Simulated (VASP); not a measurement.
A run of VASP 6.6.1 is set up as follows.

The input INCAR:

```
  PREC = Accurate
  ENCUT = 520
  EDIFF = 1E-6
  ISMEAR = 0
  SIGMA = 0.15
  LREAL = F
  LASPH = T
  NELM = 80
  ALGO = Normal
  ISIF = 2
  LWAVE = F
  LCHARG = F
  GGA = PE
  IVDW = 12
  NBANDS = 22
```

The input KPOINTS:

```
regular mesh
0
Gamma
  10 10 10
```

Contents of POSCAR:

```
GaSb3
1.0
    0.0000000000      3.6966479281      3.6481278280
    3.6966479281      0.0000000000      3.6481278280
    3.6966479281      3.6966479281      0.0000000000
Ga Sb
1 3
Direct
    0.0000000000      0.0000000000      0.0000000000
    0.2623350941      0.2376649059      0.2376649059
    0.7376649059      0.7623350941      0.7623350941
    0.5000000000      0.5000000000      0.5000000000
```

Potentials or basis: VASP PAW PBE potentials, release 64 (Ga_d, Sb).

Launch:

```sh
$ cat potpaw_PBE.64/Ga_d/POTCAR potpaw_PBE.64/Sb/POTCAR > POTCAR
$ mpirun -np 1 vasp_std > vasp.out
```

Task: Predict the dispersion energy per atom.

Result: -0.467 eV.

Task: Estimate the band gap on the k mesh.

Result: Zero (bands 14 and 15 overlap by 3.73 eV).

Task: What does it give for the pressure?

Result: -1.4 GPa.

Task: Estimate the largest force.

Result: 0.257 eV/Å.

Stress tensor (GPa, compression positive):
```
-1.42  0.00  0.00
 0.00 -1.52 -0.60
 0.00 -0.60 -1.12
```

Caveat: the cell differs from its parent crystal (atoms displaced along a vibrational mode, the cell strained); spin-orbit coupling is left out, which moves the levels of the heavy elements.
